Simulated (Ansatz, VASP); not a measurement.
**Two plane-wave programs on SrCl2**

```
CELL_PARAMETERS angstrom
0.00000 3.49772 3.49772
3.49772 0.00000 3.49772
3.49772 3.49772 0.00000
ATOMIC_POSITIONS crystal
Sr 0.00000 0.00000 0.00000
Cl 0.25000 0.25000 0.25000
Cl 0.75000 0.75000 0.75000
```

Alike in both runs: task single point; functional r2SCAN; k mesh 6 × 6 × 6; no spin polarisation.

|  | VASP | Ansatz |
| --- | --- | --- |
| version | VASP 6.6.1 | Ansatz 0.2.0 |
| potentials or method | VASP PAW PBE potentials, release 64 (Sr_sv, Cl) | plane waves, PAW |
| plane-wave cutoff (eV) | 520 | 500 |
| occupations | gaussian, width 0.01 eV | fixed |
| valence electrons in the cell | 24 | 24 |

```csv
,VASP,Ansatz,Ansatz less VASP
gap on the k mesh at the Fermi level (eV),5.94,5.94,0.000
pressure (GPa),0.0,0.0,-0.04
```

VASP's potentials were made for PBE, not for r2SCAN.
